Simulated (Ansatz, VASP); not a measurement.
Ti in VASP and in Ansatz

```
Ti
1.0
     3.01215    0.00000    0.00000
    -1.50607    2.60859    0.00000
     0.00000    0.00000    4.76224
Ti
2
Cartesian
  0.0000 1.7391 1.1906
  1.5061 0.8695 3.5717
```

Alike in both runs: task single point; functional r2SCAN; k mesh 20 × 20 × 11; occupations fermi-dirac, width 0.1 eV; no spin polarisation.

|  | VASP | Ansatz |
| --- | --- | --- |
| version | VASP 6.6.1 | Ansatz 0.2.0 |
| potentials or method | VASP PAW PBE potentials, release 64 (Ti_sv), cutoff 520 eV | plane waves (500 eV) with PAW, scalar-relativistic |
| valence electrons in the cell | 24 | 24 |

```csv
,VASP,Ansatz,Ansatz less VASP
pressure (GPa),-7.5,-7.8,-0.30
```

VASP's potentials were made for PBE, not for r2SCAN. The functional is the same, so the differences come from potentials, cutoffs and numerics.
